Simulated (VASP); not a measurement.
## BN: single point with r2SCAN

Crystal: BN.

```
B N
1.0
     2.54397    0.00000    0.00000
    -1.27198    2.20314    0.00000
     0.00000    0.00000    4.20774
B N
2 2
Direct
  0.66667 0.33333 0.03063
  0.33333 0.66667 0.46897
  0.66667 0.33333 0.58064
  0.33333 0.66667 0.16976
```

This cell differs from its parent crystal: atoms displaced along a vibrational mode.

```json
{"Program": "VASP 6.6.1", "Task": "single point", "Functional": "r2SCAN", "Potentials or basis": "VASP PAW PBE potentials, release 64 (B, N)", "Cutoff": "520 eV", "k mesh": "12 × 12 × 6", "Occupations": "gaussian, width 0.05 eV", "Spin": "no spin polarisation", "Dipole correction": "no", "Further INCAR settings": "ALGO = Normal; EDIFF = 1e-07; NBANDS = 16"}
```

The pressure is 39.1 GPa and the largest force is 17.397 eV/Å. The band gap on the k mesh is 5.02 eV (least direct gap 6.93 eV).

Forces in eV/Å, atoms in the order of the input:
```
B     0.000   0.000  -2.417
B     0.000   0.000  12.947
N     0.000   0.000   6.867
N     0.000   0.000 -17.397
```

Stress tensor (GPa, compression positive):
```
  6.02   0.00   0.00
  0.00   6.02   0.00
  0.00   0.00 105.12
```

Levels at points of the mesh, in eV from the valence-band top:
| k point | band 5 | band 6 | band 7 | band 8 | band 9 | band 10 | band 11 | band 12 |
| --- | --- | --- | --- | --- | --- | --- | --- | --- |
| (0.00, 0.00, 0.00) | -3.50 | -1.06 | 0.00 | 0.00 | 6.96 | 8.23 | 8.23 | 9.61 |
| (0.50, 0.00, 0.00) | -7.50 | -6.37 | -4.25 | -2.15 | 6.47 | 7.73 | 9.82 | 10.63 |
| (0.00, 0.00, 0.50) | -3.25 | -3.25 | -0.46 | -0.46 | 6.58 | 8.80 | 8.80 | 10.89 |
| (0.50, 0.00, 0.50) | -5.98 | -5.72 | -2.97 | -2.09 | 5.02 | 6.84 | 9.45 | 11.17 |

Run time: 3.4 min on 1 thread of Intel Xeon 8259CL, on a shared host, peak memory 0.16 GiB.

Caveat: the cell differs from its parent crystal (atoms displaced along a vibrational mode); the cell stands under pressure; the PAW data sets were made with another functional, which shifts forces and pressure a little. A k mesh can miss the band edges.
